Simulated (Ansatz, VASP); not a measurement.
One calculation of Cu3Pt, two programs

File INCAR:

```
SYSTEM = Cu3Pt
  PREC = Accurate
  ENCUT = 520
  EDIFF = 1E-6
  ISMEAR = -1
  SIGMA = 0.05
  LREAL = .FALSE.
  LASPH = .TRUE.
  NELM = 100
  ALGO = Normal
  ISIF = 2
  LWAVE = .FALSE.
  LCHARG = .FALSE.
  NBANDS = 30
```

Contents of KPOINTS:

```
Automatic mesh
0
G
  9 9 9
  0 0 0
```

Contents of POSCAR:

```
Cu3Pt
1.0
    3.7100000000      0.0000000000      0.0000000000
    0.0000000000      3.7100000000      0.0000000000
    0.0000000000      0.0000000000      3.6358000000
Cu Pt
3 1
Direct
    0.0000000000      0.5000000000      0.5000000000
    0.5000000000      0.0000000000      0.5000000000
    0.5000000000      0.5000000000      0.0000000000
    0.0000000000      0.0000000000      0.0000000000
```

Input for Ansatz:

```yaml
crystal:
  lattice:
    - [3.71, 0.0, 0.0]
    - [0.0, 3.71, 0.0]
    - [0.0, 0.0, 3.6358]
  atoms:
    - { symbol: Cu, position: [0.0, 0.5, 0.5] }
    - { symbol: Cu, position: [0.5, 0.0, 0.5] }
    - { symbol: Cu, position: [0.5, 0.5, 0.0] }
    - { symbol: Pt, position: [0.0, 0.0, 0.0] }
kpoints:
  mp_grid: { grid: [9, 9, 9] }
  band_path:
    path:
      - [0.0, 0.0, 0.0]
      - [0.0, 0.5, 0.0]
      - [0.5, 0.5, 0.0]
      - [0.0, 0.0, 0.0]
      - [0.0, 0.0, 0.5]
      - [0.0, 0.5, 0.5]
      - [0.5, 0.5, 0.5]
      - [0.0, 0.0, 0.5]
      - [0.0, 0.5, 0.0]
    npoints: 5
scf:
  occupations: { method: fermi_dirac, width: 0.05 }
hamiltonian:
  xc: lda
  pseudopotentials: { kind: all_electron, lapw: { basis_error: 0.001 } }
output:
  forces: true
  stress: true
  eigenvalues: true
```

Change from the starting cell: zz strain of -2 %.

Alike in both runs: task single point; functional LDA; k mesh 9 × 9 × 9; occupations fermi-dirac, width 0.05 eV; no spin polarisation.

|  | VASP | Ansatz |
| --- | --- | --- |
| version | VASP 6.6.1 | Ansatz 0.2.0 |
| potentials or method | VASP PAW LDA potentials, release 64 (Cu, Pt), cutoff 520 eV | all-electron LAPW, scalar-relativistic |

VASP gave:

| Property | Result |
| --- | --- |
| pressure (GPa) | -7.8 |
| traceless stress, the component that is largest in VASP (GPa) | 0.77 |

Q: Estimate Ansatz's values.

A: Pressure (GPa): -8.8; traceless stress, the component that is largest in VASP (GPa): 0.77.

LDA's correlation is that of Perdew and Zunger in VASP and of Perdew and Wang (1992) in Ansatz. Ansatz ran all-electron here, and VASP with PAW potentials.

Neither program's run includes spin-orbit coupling.
